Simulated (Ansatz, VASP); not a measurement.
## TiC in VASP and in Ansatz

INCAR

```
PREC = Accurate
ENCUT = 520
EDIFF = 1E-8
ISMEAR = -1
SIGMA = 0.03
LREAL = False
LASPH = True
NELM = 80
ALGO = Normal
ISIF = 2
LWAVE = False
LCHARG = False
GGA = PE
LEFG = True
NBANDS = 15
```

File KPOINTS:

```
regular mesh
0
Gamma
  16 16 16
```

The input POSCAR:

```
TiC
1.0
    0.0000000000      2.1640000000      2.1856400000
    2.1640000000      0.0000000000      2.1856400000
    2.1640000000      2.1640000000      0.0000000000
Ti C
1 1
Direct
    0.0000000000      0.0000000000      0.0000000000
    0.5000000000      0.5000000000      0.5000000000
```

Input for Ansatz:

```yaml
crystal:
  lattice:
    - [0.0, 2.164, 2.18564]
    - [2.164, 0.0, 2.18564]
    - [2.164, 2.164, 0.0]
  atoms:
    - { symbol: Ti, position: [0.0, 0.0, 0.0] }
    - { symbol: C, position: [0.5, 0.5, 0.5] }
kpoints:
  mp_grid: { grid: [16, 16, 16] }
scf:
  occupations: { method: fermi_dirac, width: 0.03 }
hamiltonian:
  xc: pbe
  pseudopotentials: { kind: all_electron, datasets: crystal }
output:
  forces: true
  stress: true
  eigenvalues: true
  efg: { contact_densities: true }
```

Change from the starting cell: zz strain of +1 %, crystal datasets.

Alike in both runs: task electric field gradients; functional PBE; k mesh 16 × 16 × 16; occupations fermi-dirac, width 0.03 eV; no spin polarisation.

|  | VASP | Ansatz |
| --- | --- | --- |
| version | VASP 6.6.1 | Ansatz 0.2.0 |
| potentials or method | VASP PAW PBE potentials, release 64 (Ti_sv, C), cutoff 520 eV | all-electron PAW with datasets made for the crystal, scalar-relativistic |

VASP gave:

```
pressure (GPa)                                                : -1.3
traceless stress, the component that is largest in VASP (GPa) : -2.36
size of Vzz on the site where it differs most (V/Å²)          : 7.8
```

Task: Which values does Ansatz return?

Result: Pressure (GPa): -1.6; traceless stress, the component that is largest in VASP (GPa): -2.34; size of Vzz on the site where it differs most (V/Å²): 8.2.

Ansatz ran all-electron here, and VASP with PAW potentials.
